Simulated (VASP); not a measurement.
# Cl (Cmce) in VASP: a series of runs

Runs on Cl. Level: PBE. Tasks: relaxation of cell and atoms.

Everything below comes from runs of VASP 6.6.1. Logs are shortened: lines on timing, memory, paths and dates and some standing lists are left out, and cuts for length are marked.

## Step 1: The cell of the first run

Symmetry: Cmce, No. 64, orthorhombic system. Conventional cell: a = 6.290 Å, b = 4.500 Å, c = 8.210 Å, α = 90.00°, β = 90.00°, γ = 90.00°. Within 2.7 Å of Cl (site symmetry m) lie 1 Cl at 2.02 Å.

## Step 2: Relaxation of cell and atoms, PBE

INCAR

```
PREC = Accurate ; ENCUT = 600
EDIFF = 1E-7 ; ISMEAR = 0
SIGMA = 0.01 ; LREAL = False
LASPH = True ; NELM = 100
ALGO = Normal ; ISIF = 3
LWAVE = False ; LCHARG = False
GGA = PE ; IBRION = 2
NSW = 60 ; EDIFFG = -0.01
```

KPOINTS

```
regular mesh
0
Gamma
  6 6 2
```

POSCAR

```
Cl
1.0
    3.1450000000     -2.2500000000      0.0000000000
    3.1450000000      2.2500000000      0.0000000000
    0.0000000000      0.0000000000      8.2100000000
Cl
4
Direct
    0.8700000000      0.1300000000      0.1000000000
    0.6300000000      0.3700000000      0.6000000000
    0.1300000000      0.8700000000      0.9000000000
    0.3700000000      0.6300000000      0.4000000000
```

Potentials or basis: VASP PAW PBE potentials, release 64 (Cl).

On the command line:

```bash
cat potpaw_PBE.64/Cl/POTCAR > POTCAR
mpirun -np 1 vasp_std > vasp.out
```

OUTCAR:

```text
PREC = Accurate
   ENCUT = 600
   EDIFF = 1E-7
   ISMEAR = 0
   LREAL = False
   LASPH = True
   NELM = 100
   ISIF = 3
   GGA = PE
   IBRION = 2
   NSW = 60
   EDIFFG = -0.01

 ion  position               nearest neighbor table
   1  0.870  0.130  0.100-   3 2.02
   2  0.630  0.370  0.600-   4 2.02
   3  0.130  0.870  0.900-   1 2.02
   4  0.370  0.630  0.400-   2 2.02

  LATTYP: Found a base centered orthorhombic cell.
 ALAT       =     4.5000000000
 B/A-ratio  =     1.3977777778
 C/A-ratio  =     1.8244444444

  Lattice vectors:

 A1 = (  -3.1450000000,  -2.2500000000,   0.0000000000)
 A2 = (   3.1450000000,  -2.2500000000,   0.0000000000)
 A3 = (   0.0000000000,   0.0000000000,   8.2100000000)

Analysis of symmetry for initial positions (statically):
=====================================================================
 Subroutine PRICEL returns:
 Original cell was already a primitive cell.

 Routine SETGRP: Setting up the symmetry group for a
 base centered orthorhombic supercell.

 Subroutine GETGRP returns: Found  8 space group operations
 (whereof  4 operations were pure point group operations)
 out of a pool of  8 trial point group operations.

The static configuration has the point symmetry C_2h.
 The point group associated with its full space group is D_2h.

Analysis of symmetry for dynamics (positions and initial velocities):
=====================================================================
 Subroutine PRICEL returns:
 Original cell was already a primitive cell.

 Routine SETGRP: Setting up the symmetry group for a
 base centered orthorhombic supercell.

 Subroutine GETGRP returns: Found  8 space group operations
 (whereof  4 operations were pure point group operations)
 out of a pool of  8 trial point group operations.

The dynamic configuration has the point symmetry C_2h.
 The point group associated with its full space group is D_2h.

 Subroutine INISYM returns: Found  8 space group operations
 (whereof  4 operations are pure point group operations),
 and found     1 'primitive' translations

----------------------------------------------------------------------------------------

                                     Primitive cell

  volume of cell :     116.1920

  direct lattice vectors                    reciprocal lattice vectors
     3.145000000 -2.250000000  0.000000000     0.158982512 -0.222222222  0.000000000
     3.145000000  2.250000000  0.000000000     0.158982512  0.222222222  0.000000000
     0.000000000  0.000000000  8.210000000     0.000000000  0.000000000  0.121802680

  length of vectors
     3.866978795  3.866978795  8.210000000     0.273236445  0.273236445  0.121802680

  position of ions in fractional coordinates (direct lattice)
     0.870000000  0.130000000  0.100000000
     0.630000000  0.370000000  0.600000000
     0.130000000  0.870000000  0.900000000
     0.370000000  0.630000000  0.400000000

  ion indices of the primitive-cell ions
   primitive index   ion index
                 1           1
                 2           2
                 3           3
                 4           4

----------------------------------------------------------------------------------------

 KPOINTS: regular mesh

Automatic generation of k-mesh.
 Grid dimensions read from file:
 generate k-points for:    6    6    2

 Generating k-lattice:

  Cartesian coordinates                     Fractional coordinates (reciprocal lattice)
     0.026497085 -0.037037037  0.000000000     0.166666667  0.000000000  0.000000000
     0.026497085  0.037037037  0.000000000     0.000000000  0.166666667  0.000000000
     0.000000000  0.000000000  0.060901340     0.000000000  0.000000000  0.500000000

  Length of vectors
     0.045539408  0.045539408  0.060901340

  Shift w.r.t. Gamma in fractional coordinates (k-lattice)
     0.000000000  0.000000000  0.000000000

 Subroutine IBZKPT returns following result:
 ===========================================

 Found     26 irreducible k-points:

 Following reciprocal coordinates:
            Coordinates               Weight
  0.000000  0.000000  0.000000      1.000000
  0.166667  0.000000  0.000000      4.000000
  0.333333 -0.000000  0.000000      4.000000
  0.500000  0.000000  0.000000      2.000000
  0.166667  0.166667  0.000000      2.000000
  0.333333  0.166667  0.000000      4.000000
[... 16 lines left out ...]
  0.333333  0.333333  0.500000      2.000000
  0.500000  0.333333  0.500000      4.000000
 [... further k-points ...]
   k-points           NKPTS =     26   k-points in BZ     NKDIM =     26   number of bands    NBANDS=     18
   number of dos      NEDOS =    301   number of ions     NIONS =      4
   total plane-waves  NPLWV =  71680
   dimension x,y,z NGX =    32 NGY =   32 NGZ =   70
   dimension x,y,z NGXF=    64 NGYF=   64 NGZF=  140
   ions per type =               4
   NGX,Y,Z   is equivalent  to a cutoff of  13.76, 13.76, 14.17 a.u.
   NGXF,Y,Z  is equivalent  to a cutoff of  27.51, 27.51, 28.35 a.u.
 SYSTEM =  unknown system
   PREC   = accura    normal or accurate (medium, high low for compatibility)
   ISTART =      0    job   : 0-new  1-cont  2-samecut
   ICHARG =      2    charge: 1-file 2-atom 10-const
   ISPIN  =      1    spin polarized calculation?
   LNONCOLLINEAR =      F non collinear calculations
   LSORBIT =      F    spin-orbit coupling
   LASPH  =      T    aspherical Exc in radial PAW
   ENCUT  =  600.0 eV  44.10 Ry    6.64 a.u.   7.72  7.72 16.40*2*pi/ulx,y,z
   NELM   =    100;   NELMIN=  2; NELMDL= -5     # of ELM steps
   EDIFF  = 0.1E-06   stopping-criterion for ELM
   LREAL  =      F    real-space projection
   EDIFFG = -.1E-01   stopping-criterion for IOM
   NSW    =     60    number of steps for IOM
   IBRION =      2    ionic relax: 0-MD 1-quasi-New 2-CG
   NFREE  =      1    steps in history (QN), initial steepest desc. (CG)
   ISIF   =      3    stress and relaxation
   ISYM   =      2    0-nonsym 1-usesym 2-fastsym
   POTIM  = 0.5000    time-step for ionic-motion
   TEBEG  =    0.0;   TEEND  =   0.0 temperature during run
   PSTRESS=    0.0 pullay stress
   NELECT =      28.0000    total number of electrons
   NUPDOWN=      -1.0000    fix difference up-down
   EMIN   =  10.00;   EMAX   =-10.00  energy-range for DOS
   EFERMI =   0.00;   METHOD = LEGACY
   ISMEAR =     0;   SIGMA  =   0.01  broadening in eV -4-tet -1-fermi 0-gaus
   EFERMI_NEDOS =   21; number of points for ismear=-14 and -15
   IALGO  =     38    algorithm
   IMIX   =      4    mixing-type and parameters
     AMIX     =   0.40;   BMIX     =  1.00
     AMIX_MAG =   1.60;   BMIX_MAG =  1.00
  volume/ion in A,a.u.               =      29.05       196.03
  Fermi-wavevector in a.u.,A,eV,Ry     =   1.018753  1.925163 14.120900  1.037857
  Thomas-Fermi vector in A             =   2.152228
   LORBIT       =      0    0 simple, 1 ext, 2 COOP (PROOUT), +10 PAW based schemes
   GGA     = PE    functional components
   LHFCALC =     F    Hartree Fock is set to
   AEXX    =    0.0000 exact exchange contribution
   IVDW    =     0    specifies the selected vdW correction
   LEPSILON=     F    determine dielectric tensor
   LRPA    =     F    only Hartree local field effects (RPA)
 conjugate gradient relaxation of ions
 non-spin polarized calculation
 Gauss-broadening in eV      SIGMA  =   0.01
  energy-cutoff  :      600.00
  volume of cell :      116.19
 maximum number of plane-waves:      3896
   NGX = 15   NGY = 15   NGZ = 33

--------------------------------------- Ionic step        1  -------------------------------------------

 number of electron      27.9999999 magnetization

 Free energy of the ion-electron system (eV)
  ---------------------------------------------------
  ext. energy  EPLUGINS =         0.00000000
  ---------------------------------------------------
  free energy    TOTEN  =        -7.31405924 eV

  energy without entropy =       -7.31405924  energy(sigma->0) =       -7.31405924

------------------------ aborting loop because EDIFF is reached ----------------------------------------

  FORCE on cell =-STRESS in cart. coord.  units (eV):
  Direction    XX          YY          ZZ          XY          YZ          ZX
  --------------------------------------------------------------------------------------
  -------------------------------------------------------------------------------------
  Total        0.9079061      0.0910797     -0.2776813      0.0000000      0.0000000      0.0000000
  in kB       12.5191600      1.2559020     -3.8289607      0.0000000      0.0000000      0.0000000
  external PRESSURE =       3.3153671 kB  Pullay stress =       0.0000000 kB
[... 95 lines left out ...]
  FREE ENERGIE OF THE ION-ELECTRON SYSTEM (eV)
  ---------------------------------------------------
  free  energy   TOTEN  =        -7.3252779596 eV

  energy  without entropy=       -7.3252779596  energy(sigma->0) =       -7.32527796

[... ionic steps 4 to 35 ...]

--------------------------------------- Ionic step       36  -------------------------------------------

 number of electron      27.9999998 magnetization

------------------------ aborting loop because EDIFF is reached ----------------------------------------

  FORCE on cell =-STRESS in cart. coord.  units (eV):
  Direction    XX          YY          ZZ          XY          YZ          ZX
  --------------------------------------------------------------------------------------
  -------------------------------------------------------------------------------------
  Total       -0.0415785      0.0483931      0.0742307      0.0000000      0.0000000      0.0000000
  in kB       -0.4725138      0.5499581      0.8435866      0.0000000      0.0000000      0.0000000
  external PRESSURE =       0.3070103 kB  Pullay stress =       0.0000000 kB
[... 61 lines left out ...]
  energy  without entropy=       -7.3906623518  energy(sigma->0) =       -7.39066235

--------------------------------------- Ionic step       38  -------------------------------------------

 number of electron      27.9999998 magnetization

 Free energy of the ion-electron system (eV)
  ---------------------------------------------------
  ext. energy  EPLUGINS =         0.00000000
  ---------------------------------------------------
  free energy    TOTEN  =        -7.39070995 eV

  energy without entropy =       -7.39070995  energy(sigma->0) =       -7.39070995

 E-fermi :  -1.7302     XC(G=0):  -6.8429

 val. band max:       -1.7757262660   @ k =   0.0000   0.0000   0.0000
 cond. band min:       0.6335613037   @ k =   0.0000   0.0000   0.0000
 fundamental gap:      2.4092875697
 Fermi energy:        -1.7302386872

 k-point     1 :       0.0000    0.0000    0.0000
  band No.  band energies     occupation
      1     -18.3241      2.00000
      2     -18.1171      2.00000
      3     -14.4192      2.00000
      4     -13.8254      2.00000
      5      -7.1668      2.00000
      6      -6.2049      2.00000
[... 10 lines left out ...]
     17       4.4099      0.00000
     18       5.2336      0.00000
[... 466 lines left out ...]
      2     -18.1780      2.00000
      3     -14.1114      2.00000
      4     -14.1114      2.00000
      5      -6.7249      2.00000
      6      -6.7249      2.00000
[... 10 lines left out ...]
     17       7.0343      0.00000
     18       7.0343      0.00000

 [... further k-points ...]

------------------------ aborting loop because EDIFF is reached ----------------------------------------

  FORCE on cell =-STRESS in cart. coord.  units (eV):
  Direction    XX          YY          ZZ          XY          YZ          ZX
  --------------------------------------------------------------------------------------
  -------------------------------------------------------------------------------------
  Total       -0.0386796      0.0236801     -0.0246651      0.0000000      0.0000000      0.0000000
  in kB       -0.4395053      0.2690705     -0.2802628      0.0000000      0.0000000      0.0000000
  external PRESSURE =      -0.1502325 kB  Pullay stress =       0.0000000 kB
[... 19 lines left out ...]
  FREE ENERGIE OF THE ION-ELECTRON SYSTEM (eV)
  ---------------------------------------------------
  free  energy   TOTEN  =        -7.3907099467 eV

  energy  without entropy=       -7.3907099467  energy(sigma->0) =       -7.39070995

 reached required accuracy - stopping structural energy minimisation
```

Run time: 11 min. Hardware: 1 thread of Intel Xeon 6975P-C (Granite Rapids), shared host; peak memory 0.27 GiB.

Results:

```
Free energy                           : -7.3907 eV
Relaxed volume                        : 35.25 Å³/atom
Relaxed cell                          : a = 4.459 Å, b = 4.459 Å, c = 8.386 Å, α = 90.00°, β = 90.00°, γ = 57.75°
Space group after relaxing (to 0.1 Å) : Cmce (No. 64)
Energy gained by relaxing             : 19.2 meV/atom
Ionic steps                           : 38
Pressure after relaxing               : 0.0 GPa
Largest force after relaxing          : 0.004 eV/Å
Band gap on the k mesh                : 2.41 eV
```

Forces on the atoms (eV/Å):
```
Cl   0.000 -0.004 -0.001
Cl   0.000  0.004 -0.001
Cl   0.000  0.004  0.001
Cl   0.000 -0.004  0.001
```

The path:
| step | energy change (eV) | largest force (eV/Å) | pressure (GPa) | volume (Å³) |
| --- | --- | --- | --- | --- |
| 1 | 0.0000 | 0.1751 | 0.33 | 116.19 |
| 2 | -0.0106 | 0.1725 | 0.86 | 117.20 |
| 3 | -0.0112 | 0.2686 | 1.04 | 117.52 |
| 4 | -0.0168 | 0.2524 | 0.96 | 118.41 |
| 5 | -0.0313 | 0.2032 | 0.74 | 121.09 |
| 6 | -0.0518 | 0.1059 | 0.35 | 126.53 |
| 7 | -0.0670 | 0.1070 | -0.23 | 137.73 |
| 8 | -0.0670 | 0.1216 | -0.27 | 138.59 |
| 9 | -0.0681 | 0.1536 | 0.16 | 140.58 |
| 10 | -0.0689 | 0.0483 | -0.01 | 139.81 |
| 11 | -0.0694 | 0.0427 | -0.02 | 140.15 |
| 12 | -0.0707 | 0.0244 | -0.06 | 141.16 |
| 13 | -0.0721 | 0.0202 | -0.13 | 143.14 |
| 14 | -0.0723 | 0.0413 | -0.16 | 144.07 |
| 15 | -0.0727 | 0.0173 | -0.06 | 144.17 |
| 16 | -0.0727 | 0.0306 | -0.03 | 144.19 |
| 17 | -0.0729 | 0.0261 | -0.04 | 144.16 |
| 18 | -0.0735 | 0.0132 | -0.05 | 144.04 |
| 19 | -0.0743 | 0.0259 | -0.08 | 143.79 |
| 20 | -0.0735 | 0.0969 | -0.12 | 143.20 |
| 21 | -0.0744 | 0.0411 | -0.09 | 143.67 |
| 22 | -0.0746 | 0.0271 | 0.02 | 143.25 |
| 23 | -0.0746 | 0.0250 | 0.02 | 143.28 |
| 24 | -0.0750 | 0.0206 | 0.01 | 143.02 |
| 25 | -0.0756 | 0.0257 | -0.01 | 142.22 |
| 26 | -0.0756 | 0.0354 | -0.02 | 141.85 |
| 27 | -0.0758 | 0.0278 | 0.07 | 141.48 |
| 28 | -0.0758 | 0.0263 | 0.07 | 141.49 |
| 29 | -0.0760 | 0.0208 | 0.05 | 141.43 |
| 30 | -0.0763 | 0.0099 | 0.02 | 141.23 |
| 31 | -0.0762 | 0.0365 | -0.05 | 140.81 |
| 32 | -0.0764 | 0.0148 | -0.01 | 141.09 |
| 33 | -0.0764 | 0.0070 | 0.01 | 141.06 |
| 34 | -0.0765 | 0.0179 | 0.04 | 140.98 |
| 35 | -0.0765 | 0.0170 | 0.04 | 140.98 |
| 36 | -0.0765 | 0.0141 | 0.03 | 140.98 |
| 37 | -0.0766 | 0.0084 | 0.02 | 140.99 |
| 38 | -0.0767 | 0.0039 | -0.02 | 141.00 |

Final structure:
```
Cl
1.0
     3.90452   -2.15317    0.00000
     3.90452    2.15317    0.00000
     0.00000    0.00000    8.38593
Cl
4
Direct
  0.88749 0.11251 0.10521
  0.61251 0.38749 0.60521
  0.11251 0.88749 0.89479
  0.38749 0.61251 0.39479
```

Levels at points of the mesh, in eV from the valence-band top:
```tsv
k point	band 10	band 11	band 12	band 13	band 14	band 15	band 16	band 17	band 18
(0.00, 0.00, 0.00)	-2.54	-0.76	-0.32	-0.21	0.00	2.41	3.17	6.19	7.01
(0.50, 0.00, 0.00)	-2.77	-0.51	-0.51	-0.29	-0.29	2.98	2.98	7.95	7.95
(0.50, 0.50, 0.00)	-2.62	-0.83	-0.81	-0.22	-0.05	2.48	3.11	8.44	8.63
(0.00, 0.00, 0.50)	-2.56	-0.57	-0.57	-0.15	-0.15	2.73	2.73	6.73	6.73
(0.50, 0.00, 0.50)	-2.78	-0.37	-0.37	-0.13	-0.13	2.80	2.80	8.11	8.11
(0.50, 0.50, 0.50)	-2.63	-0.60	-0.60	-0.42	-0.42	2.76	2.76	9.02	9.02
```

Caveat: the volume moved by over 15 % at a fixed basis, so the end points are rough; this functional lacks dispersion, which holds the molecules together, so the pressure and a relaxed volume are unreliable.

## Step 3: Relaxation of cell and atoms, PBE, target pressure 2 GPa, at which the enthalpy is minimised

INCAR

```
SYSTEM = Cl
PREC = Accurate
ENCUT = 600
EDIFF = 1E-6
ISMEAR = 0
SIGMA = 0.01
LREAL = .FALSE.
LASPH = .TRUE.
NELM = 100
ALGO = Normal
ISIF = 3
LWAVE = .FALSE.
LCHARG = .FALSE.
GGA = PE
IBRION = 2
NSW = 60
EDIFFG = -0.01
PSTRESS = 20.0
```

KPOINTS

```
Automatic mesh
0
G
  6 6 2
  0 0 0
```

POSCAR is that of step 2.

Potentials or basis: VASP PAW PBE potentials, release 64 (Cl).

On the command line:

```bash
cat potpaw_PBE.64/Cl/POTCAR > POTCAR
mpirun -np 1 vasp_std > vasp.out
```

It took 4.6 min on 1 thread of Intel Xeon 6975P-C (Granite Rapids), shared host; peak memory 0.27 GiB.

Results (log left out):

| Item | Value |
| --- | --- |
| Free energy | -7.2420 eV |
| Relaxed volume | 25.50 Å³/atom |
| Relaxed cell | a = 3.759 Å, b = 3.759 Å, c = 7.978 Å, α = 90.00°, β = 90.00°, γ = 64.82° |
| Space group after relaxing (to 0.1 Å) | Cmce (No. 64) |
| Energy change on relaxing (the run minimises the enthalpy) | +18.0 meV/atom |
| Ionic steps | 27 |
| Pressure after relaxing | 2.0 GPa |
| Band gap on the k mesh | 2.33 eV |

Forces on the atoms (eV/Å):
```
Cl   0.000 -0.001 -0.003
Cl   0.000  0.001 -0.003
Cl   0.000  0.001  0.003
Cl   0.000 -0.001  0.003
```

The path:
| step | energy change (eV) | largest force (eV/Å) | pressure (GPa) | volume (Å³) |
| --- | --- | --- | --- | --- |
| 1 | 0.0000 | 0.1743 | 0.33 | 116.19 |
| 2 | 0.0530 | 0.8350 | 2.59 | 111.17 |
| 3 | 0.0167 | 0.4044 | 1.58 | 113.22 |
| 4 | 0.0306 | 0.3298 | 1.70 | 109.73 |
| 5 | 0.1177 | 0.1619 | 2.65 | 99.70 |
| 6 | 0.1076 | 0.1754 | 2.54 | 100.48 |
| 7 | 0.0924 | 0.3595 | 1.05 | 102.21 |
| 8 | 0.0975 | 0.0420 | 1.99 | 101.08 |
| 9 | 0.0898 | 0.0319 | 1.97 | 101.45 |
| 10 | 0.0707 | 0.0057 | 1.92 | 102.52 |
| 11 | 0.0489 | 0.0416 | 1.90 | 104.57 |
| 12 | 0.0619 | 0.0092 | 1.90 | 103.16 |
| 13 | 0.0665 | 0.0164 | 1.99 | 102.70 |
| 14 | 0.0826 | 0.0554 | 2.28 | 101.30 |
| 15 | 0.0827 | 0.0276 | 2.22 | 101.26 |
| 16 | 0.0832 | 0.0263 | 2.09 | 101.20 |
| 17 | 0.0826 | 0.0262 | 2.08 | 101.24 |
| 18 | 0.0806 | 0.0259 | 2.06 | 101.38 |
| 19 | 0.0768 | 0.0254 | 2.01 | 101.67 |
| 20 | 0.0696 | 0.0246 | 1.92 | 102.24 |
| 21 | 0.0698 | 0.0299 | 2.03 | 102.21 |
| 22 | 0.0697 | 0.0176 | 1.99 | 102.22 |
| 23 | 0.0699 | 0.0161 | 2.00 | 102.20 |
| 24 | 0.0707 | 0.0130 | 2.01 | 102.12 |
| 25 | 0.0724 | 0.0091 | 2.03 | 101.97 |
| 26 | 0.0709 | 0.0449 | 1.88 | 102.10 |
| 27 | 0.0720 | 0.0030 | 1.99 | 102.00 |

Final structure:
```cif
data_structure
_symmetry_space_group_name_H-M 'P 1'
_symmetry_Int_Tables_number 1
_cell_length_a 3.7588
_cell_length_b 3.7588
_cell_length_c 7.9777
_cell_angle_alpha 90.000
_cell_angle_beta 90.000
_cell_angle_gamma 64.816
_cell_volume 102.00
loop_
_atom_site_label
_atom_site_type_symbol
_atom_site_fract_x
_atom_site_fract_y
_atom_site_fract_z
_atom_site_occupancy
Cl1 Cl 0.87251 0.12749 0.10906 1
Cl2 Cl 0.62749 0.37251 0.60906 1
Cl3 Cl 0.12749 0.87251 0.89094 1
Cl4 Cl 0.37251 0.62749 0.39094 1
```

Levels at points of the mesh, in eV from the valence-band top:
```
           k point  band 10  band 11  band 12  band 13  band 14  band 15  band 16  band 17  band 18
(0.00, 0.00, 0.00)    -2.15    -1.04    -0.42    -0.16     0.00     2.33     3.17     7.05     7.27
(0.50, 0.00, 0.00)    -2.59    -0.95    -0.95    -0.34    -0.34     3.05     3.05     8.01     8.01
(0.50, 0.50, 0.00)    -2.71    -1.59    -1.25    -0.47    -0.16     2.38     2.94     8.28     8.39
(0.00, 0.00, 0.50)    -2.23    -0.90    -0.90    -0.07    -0.07     2.66     2.66     7.48     7.48
(0.50, 0.00, 0.50)    -2.65    -0.65    -0.65    -0.05    -0.05     2.71     2.71     8.34     8.34
(0.50, 0.50, 0.50)    -2.67    -1.01    -1.01    -0.82    -0.82     2.58     2.58     9.04     9.04
```

Caveat: the cell is relaxed towards a set pressure, so the run minimises the enthalpy, not the energy; this functional lacks dispersion, which holds the molecules together, so the pressure and a relaxed volume are unreliable. A k mesh can miss the band edges.

(Continued in part 2 of 2.)
